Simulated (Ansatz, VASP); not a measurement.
# Two plane-wave programs on BN

```
CELL_PARAMETERS angstrom
2.45858 0.00141 0.00000
1.22806 2.12990 0.00000
0.00000 0.00000 26.00000
ATOMIC_POSITIONS crystal
B 0.49998 0.49998 0.50000
N 0.83332 0.83332 0.50000
```

Change from the starting cell: biaxial strain -0.020, atoms relaxed.

Alike in both runs: task relaxation of the atoms; functional PBE; dispersion D3(BJ); k mesh 10 × 10 × 1; occupations gaussian, width 0.02 eV; no spin polarisation.

|  | VASP | Ansatz |
| --- | --- | --- |
| version | VASP 6.6.1 | Ansatz 0.2.0 |
| potentials or method | VASP PAW PBE potentials, release 64 (B, N), cutoff 520 eV | scalar-relativistic, plane waves, PAW |
| valence electrons in the cell | 8 | 8 |

|  | VASP | Ansatz | Ansatz less VASP |
| --- | --- | --- | --- |
| gap on the k mesh at the Fermi level, each at its own relaxed structure (eV) | 4.82 | 4.82 | +0.001 |

Ansatz's warnings: near symmetry operations not taken, stress scf threshold loose.

Noted on VASP's run: the relaxation stopped at its first step, so nothing moved.
